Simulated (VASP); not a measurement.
# Rb3SiS (P1) in VASP: single point with PBE

Aim: the single point of Rb3SiS with PBE.

Program: VASP 6.6.1. These are calculated values, not measurements. Logs are shortened: lines on timing, memory, paths and dates and some standing lists are left out, and cuts for length are marked.

### 1 The cell of the first run

The typed cell holds 10 atoms: a = 6.355 Å, b = 6.353 Å, c = 12.701 Å, α = 90.24°, β = 90.14°, γ = 90.28°.

### 2 Single point, PBE

Input file INCAR:

```
PREC = Accurate ; ENCUT = 520
EDIFF = 1E-6 ; ISMEAR = 0
SIGMA = 0.2 ; LREAL = F
LASPH = T ; NELM = 60
ALGO = Normal ; ISIF = 2
LWAVE = F ; LCHARG = T
GGA = PE ; LELF = T
LVHAR = T ; NBANDS = 48
```

Input file KPOINTS:

```
Automatic mesh
0
Gamma
  4 4 2
```

Input file POSCAR:

```
Rb3SiS
1.0
   -6.3547534676      0.0074870747      0.0156322485
    0.0158027054      0.0134289854     -6.3526231591
    0.0152450840    -12.7006359929      0.0272207156
Rb Si S
6 2 2
Direct
    0.5092779191      1.0017165515      0.7501181844
    0.4988586759      0.9963938319      0.2550803958
    0.4966439948      0.4943476870      0.5008083626
    0.4975021018      0.4918230543      0.0009725731
    1.0016748043      0.5073426731      0.7551496220
    0.9986271234      0.4926331061      0.2499231301
   -0.0023874213      1.0032886162      0.4908776638
   -0.0001998937      1.0137718205     -0.0042850202
    0.5009922557      0.5024058480      0.7507641841
    0.4990104399      0.4962768113      0.2505909043
```

Potentials or basis: VASP PAW PBE potentials, release 64 (Rb_sv, Si, S).

On the command line:

```console
> cat potpaw_PBE.64/Rb_sv/POTCAR potpaw_PBE.64/Si/POTCAR potpaw_PBE.64/S/POTCAR > POTCAR
> mpirun -np 1 vasp_std > vasp.out
```

OUTCAR:

```text
PREC = Accurate
   ENCUT = 520
   EDIFF = 1E-6
   ISMEAR = 0
   LREAL = F
   LASPH = T
   NELM = 60
   ISIF = 2
   GGA = PE

 ion  position               nearest neighbor table
   1  0.509  0.002  0.750-   9 3.17   9 3.18   8 4.40   5 4.44   4 4.45   3 4.46   5 4.47   5 4.49
                             3 4.51   4 4.55   5 4.56
   2  0.499  0.996  0.255-  10 3.18  10 3.18   7 4.36   7 4.38   3 4.43   6 4.46   3 4.47   6 4.49
                             6 4.50   4 4.52   6 4.52   4 4.54
   3  0.497  0.494  0.501-   9 3.17  10 3.18   2 4.43   7 4.44   1 4.46   7 4.47   2 4.47   6 4.49
                             1 4.51   6 4.51   5 4.51   5 4.55
   4  0.498  0.492  0.001-  10 3.17   9 3.18   8 4.37   8 4.42   5 4.43   1 4.45   5 4.48   6 4.48
                             6 4.48   2 4.52   2 4.54   1 4.55
   5  0.002  0.507  0.755-   9 3.17   9 3.18   8 4.39   8 4.43   4 4.43   1 4.44   1 4.47   4 4.48
                             1 4.49   3 4.51   3 4.55   1 4.56
   6  0.999  0.493  0.250-  10 3.18  10 3.18   7 4.37   8 4.43   7 4.45   2 4.46   4 4.48   4 4.48
                             3 4.49   2 4.49   2 4.50   3 4.51   2 4.52
   7  0.998  0.003  0.491-   2 4.36   6 4.37   2 4.38   3 4.44   6 4.45   3 4.47
   8  1.000  0.014  0.996-   4 4.37   5 4.39   1 4.40   4 4.42   6 4.43   5 4.43
   9  0.501  0.502  0.751-   1 3.17   5 3.17   3 3.17   4 3.18   1 3.18   5 3.18
  10  0.499  0.496  0.251-   4 3.17   6 3.18   2 3.18   2 3.18   3 3.18   6 3.18

  LATTYP: Found a triclinic cell.
 ALAT       =     6.3526570083
 B/A-ratio  =     2.2392162787
 C/A-ratio  =     1.0003337339
 COS(alpha) =     0.0000894249
 COS(beta)  =     0.0049449820
 COS(gamma) =     0.4503831216

  Lattice vectors:

 A1 = (   0.0158027054,   0.0134289854,  -6.3526231591)
 A2 = (   0.0005576214,  12.7140649783,  -6.3798438747)
 A3 = (   6.3547534676,  -0.0074870747,  -0.0156322485)

Analysis of symmetry for initial positions (statically):
=====================================================================
 Subroutine PRICEL returns:
 Original cell was already a primitive cell.

 Routine SETGRP: Setting up the symmetry group for a
 triclinic supercell.

 Subroutine GETGRP returns: Found  1 space group operations
 (whereof  1 operations were pure point group operations)
 out of a pool of  2 trial point group operations.

The static configuration has the point symmetry C_1 .

Analysis of symmetry for dynamics (positions and initial velocities):
=====================================================================
 Subroutine PRICEL returns:
[... 129 lines left out ...]
   TEBEG  =    0.0;   TEEND  =   0.0 temperature during run
   PSTRESS=    0.0 pullay stress
   NELECT =      74.0000    total number of electrons
   NUPDOWN=      -1.0000    fix difference up-down
   EMIN   =  10.00;   EMAX   =-10.00  energy-range for DOS
   EFERMI =   0.00;   METHOD = LEGACY
   ISMEAR =     0;   SIGMA  =   0.20  broadening in eV -4-tet -1-fermi 0-gaus
   EFERMI_NEDOS =   21; number of points for ismear=-14 and -15
   IALGO  =     38    algorithm
   IMIX   =      4    mixing-type and parameters
     AMIX     =   0.40;   BMIX     =  1.00
     AMIX_MAG =   1.60;   BMIX_MAG =  1.00
  volume/ion in A,a.u.               =      51.27       345.99
  Fermi-wavevector in a.u.,A,eV,Ry     =   0.858739  1.622782 10.033390  0.737433
  Thomas-Fermi vector in A             =   1.975989
   LORBIT       =      0    0 simple, 1 ext, 2 COOP (PROOUT), +10 PAW based schemes
   GGA     = PE    functional components
   LHFCALC =     F    Hartree Fock is set to
   AEXX    =    0.0000 exact exchange contribution
   IVDW    =     0    specifies the selected vdW correction
   LEPSILON=     F    determine dielectric tensor
   LRPA    =     F    only Hartree local field effects (RPA)
 non-spin polarized calculation
 Gauss-broadening in eV      SIGMA  =   0.20
  energy-cutoff  :      520.00
  volume of cell :      512.71
 maximum number of plane-waves:     13842
   NGX = 23   NGY = 23   NGZ = 47

 number of electron      74.0000003 magnetization

 Free energy of the ion-electron system (eV)
  ---------------------------------------------------
  ext. energy  EPLUGINS =         0.00000000
  ---------------------------------------------------
  free energy    TOTEN  =       -24.39144790 eV

  energy without entropy =      -23.92596929  energy(sigma->0) =      -24.15870859

 E-fermi :  -0.2098     XC(G=0):  -6.4500

 val. band max:       -0.2104161856   @ k =  -0.2500   0.2500   0.0000
 cond. band min:      -0.2080382618   @ k =   0.2500   0.5000   0.5000
 fundamental gap:      0.0023779238
 Fermi energy:        -0.2097884711

 k-point     1 :       0.0000    0.0000    0.0000
  band No.  band energies     occupation
      1     -27.0475      2.00000
      2     -27.0316      2.00000
      3     -27.0222      2.00000
      4     -27.0166      2.00000
      5     -27.0031      2.00000
      6     -26.9925      2.00000
[... 1009 lines left out ...]
     47       3.6319      0.00000
     48       3.6837      0.00000

------------------------ aborting loop because EDIFF is reached ----------------------------------------

  FORCE on cell =-STRESS in cart. coord.  units (eV):
  Direction    XX          YY          ZZ          XY          YZ          ZX
  --------------------------------------------------------------------------------------
  -------------------------------------------------------------------------------------
  Total        0.0142810      0.0662689      0.0366997      0.0209301      0.0231242      0.0312581
  in kB        0.0446269      0.2070848      0.1146835      0.0654050      0.0722614      0.0976791
  external PRESSURE =       0.1221318 kB  Pullay stress =       0.0000000 kB

 VOLUME and BASIS-vectors are now :
 -----------------------------------------------------------------------------
  energy-cutoff  :      520.00
  volume of cell :      512.71
      direct lattice vectors                 reciprocal lattice vectors
    -6.354753468  0.007487075  0.015632249    -0.157363704 -0.000189730 -0.000391857
     0.015802705  0.013428985 -6.352623159    -0.000387633 -0.000337850 -0.157416966
     0.015245084-12.700635993  0.027220716    -0.000093176 -0.078736684 -0.000166675

 POSITION                                       TOTAL-FORCE (eV/Angst)
 -----------------------------------------------------------------------------------
     -3.22487     -9.52314      0.01748         0.002423      0.000254     -0.009152
     -3.15049     -3.22257     -6.31497         0.001473      0.003669      0.006816
     -3.14060     -6.35023     -3.11901        -0.001830      0.005694     -0.003447
     -3.15372     -0.00202     -3.11656        -0.001349      0.002767     -0.002795
      0.00889     -9.58405     -3.20237         0.006385      0.000470      0.000291
     -6.33443     -3.16009     -3.10710        -0.003737      0.001068     -0.001318
     -6.33205     -6.22695      0.00807        -0.000232     -0.006850      0.002858
     -6.33809    -12.63854     -0.04475        -0.000078     -0.004465      0.004445
     -3.16430     -9.52468     -3.16333        -0.006600      0.002825      0.010989
     -3.15943     -3.17226     -3.13804         0.003545     -0.005432     -0.008687
 -----------------------------------------------------------------------------------
    total drift:                               -0.000120      0.000214      0.000172

  FREE ENERGIE OF THE ION-ELECTRON SYSTEM (eV)
  ---------------------------------------------------
  free  energy   TOTEN  =       -24.3914478981 eV

  energy  without entropy=      -23.9259692869  energy(sigma->0) =      -24.15870859
```

stdout:

```text
POSCAR found type information on POSCAR RbSiS
 POSCAR found :  3 types and      10 ions
 scaLAPACK will be used
 LDA part: xc-table for (Slater+PW92), standard interpolation
 POSCAR, INCAR and KPOINTS ok, starting setup
 FFT: planning ... GRIDC
 FFT: planning ... GRID_SOFT
 FFT: planning ... GRID
 WAVECAR not read
 entering main loop
```

It took 12 min on 1 thread of Intel Xeon 6975P-C, shared host; peak memory 0.72 GiB.

What came out:

```yaml
Free_energy: -24.3914 eV
Pressure: 0.0 GPa
Largest_force: 0.013 eV/Å
Band_gap_on_the_k_mesh: zero (band 37 reaches 0.01 eV, above the bottom of band 38 at -0.29 eV)
```

Forces in eV/Å, atoms in the order of the input:
```
Rb   0.002  0.000 -0.009
Rb   0.001  0.004  0.007
Rb  -0.002  0.006 -0.003
Rb  -0.001  0.003 -0.003
Rb   0.006  0.000  0.000
Rb  -0.004  0.001 -0.001
Si   0.000 -0.007  0.003
Si   0.000 -0.004  0.004
S   -0.007  0.003  0.011
S    0.004 -0.005 -0.009
```
